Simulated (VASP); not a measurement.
**Te2Mo: relaxation of cell and atoms with PBE+D3(BJ)**

Te2Mo:

```
Te Mo
1.0
     3.49506    0.00000    0.00000
    -1.74753    3.02681    0.00000
     0.00000    0.00000    7.67522
Te Mo
2 1
Direct
  0.33333 0.66667 0.76293
  0.33333 0.66667 0.23707
  0.00000 0.00000 0.00000
```

* Program: VASP 6.6.1
* Task: relaxation of cell and atoms
* Functional: PBE
* Dispersion: D3(BJ)
* Potentials or basis: VASP PAW PBE potentials, release 64 (Te, Mo_sv)
* Cutoff: 600 eV
* k mesh: 9 × 9 × 4
* Occupations: gaussian, width 0.02 eV
* Spin: no spin polarisation
* Dipole correction: no
* Further INCAR settings: ALGO = Normal; EDIFF = 1e-07; IBRION = 2; EDIFFG = -0.005; NSW = 100; ISIF = 3

```yaml
Relaxed_volume: 26.85 Å³/atom
Relaxed_cell: a = 3.494 Å, b = 3.494 Å, c = 7.621 Å, α = 90.00°, β = 90.00°, γ = 120.00°
Space_group_after_relaxing_to_0.05_Å: P-6m2 (No. 187)
Energy_gained_by_relaxing: 0.2 meV/atom
Ionic_steps: 9
Pressure_after_relaxing: 0.0 GPa
Band_gap_on_the_k_mesh: 0.97 eV, indirect (least direct gap 1.18 eV)
Dispersion_energy_per_atom: -0.500 eV
```

Step by step:
```tsv
step	energy change (eV)	largest force (eV/Å)	pressure (GPa)	volume (Å³)
1	0.0000	0.0220	-0.10	81.20
2	-0.0001	0.0501	0.08	81.00
3	-0.0001	0.0515	0.08	80.99
4	-0.0002	0.0468	0.08	80.96
5	-0.0004	0.0326	0.04	80.87
6	-0.0006	0.0042	-0.02	80.68
7	-0.0006	0.0064	-0.05	80.61
8	-0.0006	0.0056	0.04	80.50
9	-0.0006	0.0003	0.00	80.55
```

Final structure:
```xyz
3
Lattice="3.4936 0.0000 0.0000 -1.7468 3.0255 0.0000 0.0000 0.0000 7.6206" Properties=species:S:1:pos:R:3 pbc="T T T"
Te    0.0000    2.0170    5.8002
Te    0.0000    2.0170    1.8203
Mo    0.0000    0.0000    0.0000
```

Levels at points of the mesh, in eV from the valence-band top:
```csv
k point,band 9,band 10,band 11,band 12,band 13,band 14,band 15,band 16,band 17
"(0.00, 0.00, 0.00)",-1.64,-1.04,-0.99,-0.85,-0.85,3.24,3.24,3.38,3.38
"(0.00, 0.00, 0.50)",-1.63,-1.63,-0.86,-0.86,-0.23,3.11,3.11,3.53,3.53
```

Wall time 4.3 min on 1 thread of Intel(R) Xeon(R) Platinum 8488C (Sapphire Rapids), on a shared host, peak memory 0.27 GiB.

Caveat: spin-orbit coupling is left out, which moves the levels of the heavy elements. PBE gaps usually lie below the measured ones, often by a third to a half.
